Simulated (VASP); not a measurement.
# CdSb2O2 (P6mm) in VASP: single point with PBE

Aim: the single point of CdSb2O2 with PBE.

Everything below comes from runs of VASP 6.6.1. Logs are shortened: lines on timing, memory, paths and dates and some standing lists are left out, and cuts for length are marked.

**1. The cell of the first run**

The structure is hexagonal, space group P6mm (No. 183). Conventional cell: a = 5.578 Å, b = 5.578 Å, c = 4.089 Å, α = 90.00°, β = 90.00°, γ = 120.00°. Cd (site symmetry 6mm) has 6 Sb at 3.22 Å and 12 O at 3.80 to 3.83 Å and 2 Cd at 4.09 Å within 4.2 Å. Within 2.7 Å of Sb (site symmetry 3m) lie 2 O at 2.04 to 2.05 Å. Within 2.7 Å of O (site symmetry 3m) lie 2 Sb at 2.04 to 2.05 Å.

**2. Single point, PBE**

INCAR

```
SYSTEM = CdSb2O2
PREC = Accurate
ENCUT = 520
EDIFF = 1E-6
ISMEAR = 0
SIGMA = 0.1
LREAL = .False.
LASPH = .True.
NELM = 80
ALGO = Normal
ISIF = 2
LWAVE = .False.
LCHARG = .True.
GGA = PE
LELF = .True.
LVHAR = .True.
NBANDS = 25
```

KPOINTS

```
Automatic mesh
0
Gamma
  6 6 4
  0 0 0
```

POSCAR

```
CdSb2O2
1.0
    5.5782364308      0.0000000030      0.0000000000
   -2.7891182180      4.8308944559      0.0000000000
    0.0000000000      0.0000000000      4.0894109440
Cd Sb O
1 2 2
Direct
    0.0000000000      0.0000000000      0.6157288010
    0.3333333333      0.6666666667      0.6073200142
    0.6666666667      0.3333333333      0.6073200142
    0.3333333333      0.6666666667      0.1076939603
    0.6666666667      0.3333333333      0.1076939603
```

Potentials or basis: VASP PAW PBE potentials, release 64 (Cd, Sb, O).

Run with:

```console
cat potpaw_PBE.64/Cd/POTCAR potpaw_PBE.64/Sb/POTCAR potpaw_PBE.64/O/POTCAR > POTCAR
mpirun -np 1 vasp_std > vasp.out
```

OUTCAR:

```text
SYSTEM = CdSb2O2
   PREC = Accurate
   ENCUT = 520
   EDIFF = 1E-6
   ISMEAR = 0
   LREAL = .False.
   LASPH = .True.
   NELM = 80
   ISIF = 2
   GGA = PE

 ion  position               nearest neighbor table
   1  0.000  0.000  0.616-   2 3.22   3 3.22   3 3.22   2 3.22   3 3.22   2 3.22
   2  0.333  0.667  0.607-   4 2.04   4 2.05   3 3.22   3 3.22   3 3.22   1 3.22   1 3.22   1 3.22

   3  0.667  0.333  0.607-   5 2.04   5 2.05   2 3.22   2 3.22   2 3.22   1 3.22   1 3.22   1 3.22

   4  0.333  0.667  0.108-   2 2.04   2 2.05
   5  0.667  0.333  0.108-   3 2.04   3 2.05

  LATTYP: Found a hexagonal cell.
 ALAT       =     5.5782364308
 C/A-ratio  =     0.7331010427

  Lattice vectors:

 A1 = (   5.5782364308,   0.0000000030,   0.0000000000)
 A2 = (  -2.7891182180,   4.8308944559,   0.0000000000)
 A3 = (   0.0000000000,   0.0000000000,   4.0894109440)

Analysis of symmetry for initial positions (statically):
=====================================================================
 Subroutine PRICEL returns:
 Original cell was already a primitive cell.

 Routine SETGRP: Setting up the symmetry group for a
 hexagonal supercell.

 Subroutine GETGRP returns: Found 12 space group operations
 (whereof 12 operations were pure point group operations)
 out of a pool of 24 trial point group operations.

The static configuration has the point symmetry C_6v.

Analysis of symmetry for dynamics (positions and initial velocities):
=====================================================================
 Subroutine PRICEL returns:
 Original cell was already a primitive cell.

 Routine SETGRP: Setting up the symmetry group for a
 hexagonal supercell.

 Subroutine GETGRP returns: Found 12 space group operations
 (whereof 12 operations were pure point group operations)
 out of a pool of 24 trial point group operations.

The dynamic configuration has the point symmetry C_6v.

 Subroutine INISYM returns: Found 12 space group operations
 (whereof 12 operations are pure point group operations),
 and found     1 'primitive' translations

----------------------------------------------------------------------------------------

                                     Primitive cell

  volume of cell :     110.2009

  direct lattice vectors                    reciprocal lattice vectors
     5.578236431  0.000000003  0.000000000     0.179268127  0.103500502  0.000000000
    -2.789118218  4.830894456  0.000000000    -0.000000000  0.207001003  0.000000000
     0.000000000  0.000000000  4.089410944     0.000000000  0.000000000  0.244533996

  length of vectors
[... 88 lines left out ...]
   IBRION =     -1    ionic relax: 0-MD 1-quasi-New 2-CG
   NFREE  =      0    steps in history (QN), initial steepest desc. (CG)
   ISIF   =      2    stress and relaxation
   ISYM   =      2    0-nonsym 1-usesym 2-fastsym
   POTIM  = 0.5000    time-step for ionic-motion
   TEBEG  =    0.0;   TEEND  =   0.0 temperature during run
   PSTRESS=    0.0 pullay stress
   NELECT =      34.0000    total number of electrons
   NUPDOWN=      -1.0000    fix difference up-down
   EMIN   =  10.00;   EMAX   =-10.00  energy-range for DOS
   EFERMI =   0.00;   METHOD = LEGACY
   ISMEAR =     0;   SIGMA  =   0.10  broadening in eV -4-tet -1-fermi 0-gaus
   EFERMI_NEDOS =   21; number of points for ismear=-14 and -15
   IALGO  =     38    algorithm
   IMIX   =      4    mixing-type and parameters
     AMIX     =   0.40;   BMIX     =  1.00
     AMIX_MAG =   1.60;   BMIX_MAG =  1.00
  volume/ion in A,a.u.               =      22.04       148.73
  Fermi-wavevector in a.u.,A,eV,Ry     =   1.106215  2.090443 16.649596  1.223711
  Thomas-Fermi vector in A             =   2.242712
   LORBIT       =      0    0 simple, 1 ext, 2 COOP (PROOUT), +10 PAW based schemes
   GGA     = PE    functional components
   LHFCALC =     F    Hartree Fock is set to
   AEXX    =    0.0000 exact exchange contribution
   IVDW    =     0    specifies the selected vdW correction
   LEPSILON=     F    determine dielectric tensor
   LRPA    =     F    only Hartree local field effects (RPA)
 non-spin polarized calculation
 Gauss-broadening in eV      SIGMA  =   0.10
  energy-cutoff  :      520.00
  volume of cell :      110.20
 maximum number of plane-waves:      2992
 NGX is ok and might be reduce to    42
   NGX = 21   NGY = 21   NGZ = 15

 number of electron      33.9999990 magnetization

 Free energy of the ion-electron system (eV)
  ---------------------------------------------------
  ext. energy  EPLUGINS =         0.00000000
  ---------------------------------------------------
  free energy    TOTEN  =       -20.85058012 eV

  energy without entropy =      -20.84048955  energy(sigma->0) =      -20.84553483

 E-fermi :   4.1809     XC(G=0):  -9.3481

 val. band max:        4.1653821666   @ k =   0.0000   0.0000   0.0000
 cond. band min:       4.2382924311   @ k =   0.3333  -0.0000   0.5000
 fundamental gap:      0.0729102646
 Fermi energy:         4.1808992977

 k-point     1 :       0.0000    0.0000    0.0000
  band No.  band energies     occupation
      1     -14.1696      2.00000
      2     -13.7501      2.00000
      3      -5.1886      2.00000
      4      -4.6381      2.00000
      5      -4.6381      2.00000
      6      -4.4501      2.00000
[... 577 lines left out ...]
     24      11.0850      0.00000
     25      11.0850      0.00000

------------------------ aborting loop because EDIFF is reached ----------------------------------------

  FORCE on cell =-STRESS in cart. coord.  units (eV):
  Direction    XX          YY          ZZ          XY          YZ          ZX
  --------------------------------------------------------------------------------------
  -------------------------------------------------------------------------------------
  Total        0.1578800      0.1578800     -0.1173705     -0.0000000      0.0000000      0.0000000
  in kB        2.2953688      2.2953688     -1.7064139     -0.0000000      0.0000000      0.0000000
  external PRESSURE =       0.9614413 kB  Pullay stress =       0.0000000 kB

 VOLUME and BASIS-vectors are now :
 -----------------------------------------------------------------------------
  energy-cutoff  :      520.00
  volume of cell :      110.20
      direct lattice vectors                 reciprocal lattice vectors
     5.578236431  0.000000003  0.000000000     0.179268127  0.103500502  0.000000000
    -2.789118218  4.830894456  0.000000000    -0.000000000  0.207001003  0.000000000
     0.000000000  0.000000000  4.089410944     0.000000000  0.000000000  0.244533996

 POSITION                                       TOTAL-FORCE (eV/Angst)
 -----------------------------------------------------------------------------------
      0.00000      0.00000      2.51797         0.000000      0.000000     -0.019155
     -0.00000      3.22060      2.48358        -0.000000     -0.000000      0.007520
      2.78912      1.61030      2.48358         0.000000      0.000000      0.007520
     -0.00000      3.22060      0.44040        -0.000000      0.000000      0.002057
      2.78912      1.61030      0.44040         0.000000     -0.000000      0.002057
 -----------------------------------------------------------------------------------
    total drift:                               -0.000000     -0.000000     -0.000171

  FREE ENERGIE OF THE ION-ELECTRON SYSTEM (eV)
  ---------------------------------------------------
  free  energy   TOTEN  =       -20.8505801208 eV

  energy  without entropy=      -20.8404895479  energy(sigma->0) =      -20.84553483
```

It took 54 s on 1 thread of Intel Xeon Platinum 8488C (Sapphire Rapids), shared host; peak memory 0.25 GiB.

Results:

```yaml
Free_energy: -20.8506 eV
Pressure: 0.1 GPa
Largest_force: 0.019 eV/Å
Band_gap_on_the_k_mesh: zero (band 17 reaches 5.11 eV, above the bottom of band 18 at 3.53 eV)
```

Forces on the atoms (eV/Å):
```
Cd   0.000  0.000 -0.019
Sb   0.000  0.000  0.008
Sb   0.000  0.000  0.008
O    0.000  0.000  0.002
O    0.000  0.000  0.002
```

Levels at points of the mesh, in eV from the Fermi level:
```tsv
k point	band 15	band 16	band 17	band 18	band 19	band 20
(0.00, 0.00, 0.00)	-3.17	-1.46	-0.02	-0.02	0.49	0.49
(0.50, 0.00, 0.00)	-2.50	-1.86	-0.73	2.35	2.55	3.71
(0.00, 0.00, 0.50)	-2.12	-2.12	-0.62	-0.62	0.30	0.85
(0.50, 0.00, 0.50)	-1.95	-1.62	0.13	1.87	2.30	2.56
```

Caveat: the k points lie up to 0.38 Å⁻¹ apart; spin-orbit coupling is left out, which moves the levels of the heavy elements.
